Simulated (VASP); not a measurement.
Wanted: the native input for a VASP 6.6.1 run.

| Item | Value |
| --- | --- |
| Task | relaxation of cell and atoms |
| Functional | PBE |
| Potentials or basis | VASP PAW PBE potentials, release 64 (Na_pv, Ru_pv) |
| Cutoff | 600 eV |
| k mesh | 6 × 6 × 2 |
| Occupations | gaussian, width 0.1 eV |
| Spin | no spin polarisation |
| Dipole correction | no |
| Further INCAR settings | ALGO = Fast; EDIFF = 1e-07; IBRION = 2; EDIFFG = -0.04; NSW = 90; ISIF = 3 |

The structure of Na2Ru lies in POSCAR:

```
Na2Ru
1.0
    2.6515587379      0.0000000000      0.0000000000
    0.0000000000      2.7548612499      0.0000000000
    0.0000000000      0.0000000000      8.2820123556
Na Ru
2 1
Direct
    0.0000000000      0.0000000000      0.7913705494
    0.0000000000      0.0000000000      0.2086294506
    0.5000000000      0.5000000000      0.5000000000
```

This cell differs from its parent crystal: atoms taken out.

The input as run:

INCAR

```
SYSTEM = Na2Ru
PREC = Accurate ; ENCUT = 600
EDIFF = 1E-7 ; ISMEAR = 0
SIGMA = 0.1 ; LREAL = .FALSE.
LASPH = .TRUE. ; NELM = 100
ALGO = Fast ; ISIF = 3
LWAVE = .FALSE. ; LCHARG = .FALSE.
GGA = PE ; IBRION = 2
NSW = 90 ; EDIFFG = -0.04
```

KPOINTS

```
regular mesh
0
G
  6 6 2
  0 0 0
```

Potentials or basis: VASP PAW PBE potentials, release 64 (Na_pv, Ru_pv).

The run is started by

```bash
$ cat potpaw_PBE.64/Na_pv/POTCAR potpaw_PBE.64/Ru_pv/POTCAR > POTCAR
$ mpirun -np 1 vasp_std > vasp.out
```

It gave:

```yaml
Relaxed_volume: 20.22 Å³/atom
Relaxed_cell: a = 2.712 Å, b = 2.728 Å, c = 8.201 Å, α = 90.00°, β = 90.00°, γ = 90.00°
Space_group_after_relaxing_to_0.1_Å: P4/mmm (No. 123)
Energy_gained_by_relaxing: 1.4 meV/atom
Ionic_steps: 6
Pressure_after_relaxing: 0.1 GPa
Largest_force_after_relaxing: 0.007 eV/Å
Band_gap_on_the_k_mesh: zero (bands 14 and 15 overlap by 2.88 eV)
```

Caveat: the k points lie up to 0.39 Å⁻¹ apart in the final cell, too coarse for converged energies and pressures of a metal; the cell differs from its parent crystal (atoms taken out).

Wall time 78 s on 1 thread of Intel(R) Xeon(R) 6975P-C (Granite Rapids) (shared host), peak memory 0.22 GiB.
